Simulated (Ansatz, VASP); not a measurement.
Bi in VASP and in Ansatz

File INCAR:

```
PREC = Accurate
ENCUT = 520
EDIFF = 1E-7
ISMEAR = 0
SIGMA = 0.1
LREAL = F
LASPH = T
NELM = 80
ALGO = Fast
ISIF = 2
LWAVE = F
LCHARG = F
GGA = PE
IVDW = 12
NBANDS = 22
```

The input KPOINTS:

```
regular mesh
0
Gamma
  6 6 6
```

Contents of POSCAR:

```
Bi
1.0
    2.2673427610      1.3090509534      3.8817323671
   -2.2673427610      1.3090509534      3.8817323671
    0.0000000000     -2.6181019069      3.8817323671
Bi
2
Direct
    0.2371283418      0.2371283418      0.2371283418
    0.7628716582      0.7628716582      0.7628716582
```

Input for Ansatz:

```yaml
crystal:
  lattice:
    - [2.267342761, 1.3090509534, 3.8817323671]
    - [-2.267342761, 1.3090509534, 3.8817323671]
    - [0.0, -2.6181019069, 3.8817323671]
  atoms:
    - { symbol: Bi, position: [0.2371283418, 0.2371283418, 0.2371283418] }
    - { symbol: Bi, position: [0.7628716582, 0.7628716582, 0.7628716582] }
basis:
  ecutwfc: 420
kpoints:
  mp_grid: { grid: [6, 6, 6] }
  band_path:
    path:
      - [0.0, 0.0, 0.0]
      - [0.5, 0.5, 0.5]
      - [0.7575156228, 0.2424843772, 0.5]
      - [0.5, -0.2424843772, 0.2424843772]
      - [0.5, 0.0, 0.0]
      - [0.3712421886, -0.3712421886, 0.0]
      - [0.6287578114, 0.0, 0.3712421886]
      - [0.5, 0.0, 0.5]
      - [0.08333333, 0.16666667, 0.25]
      - [0.0, 0.0, -0.5]
    npoints: 1
hamiltonian:
  xc: pbe
  dispersion: d3bj
scf:
  occupations: { method: gaussian, width: 0.1 }
  n_extra_bands: 4
output:
  forces: true
  stress: true
  eigenvalues: true
```

Alike in both runs: task single point; functional PBE; dispersion D3(BJ); k mesh 6 × 6 × 6; occupations gaussian, width 0.1 eV; no spin polarisation.

```csv
,VASP,Ansatz
version,VASP 6.6.1,Ansatz 0.2.0
potentials or method,"VASP PAW PBE potentials, release 64 (Bi_d), cutoff 520 eV","scalar-relativistic, plane waves, PAW"
valence electrons in the cell,30,30
```

|  | VASP | Ansatz | Ansatz less VASP |
| --- | --- | --- | --- |
| gap on the k mesh at the Fermi level (eV) | none | none | - |
| pressure (GPa) | -0.1 | 0.0 | +0.07 |
| traceless stress, the component that is largest in VASP (GPa) | 0.12 | 0.12 | 0.000 |
| rms of the force components (eV/Å) | 0.070 | 0.074 | +0.0032 |

Atom by atom the forces differ by 0.003 eV/Å (rms over components). A gap of «none» marks a metal or a gap that the smearing closes.

Spin-orbit coupling is off throughout.
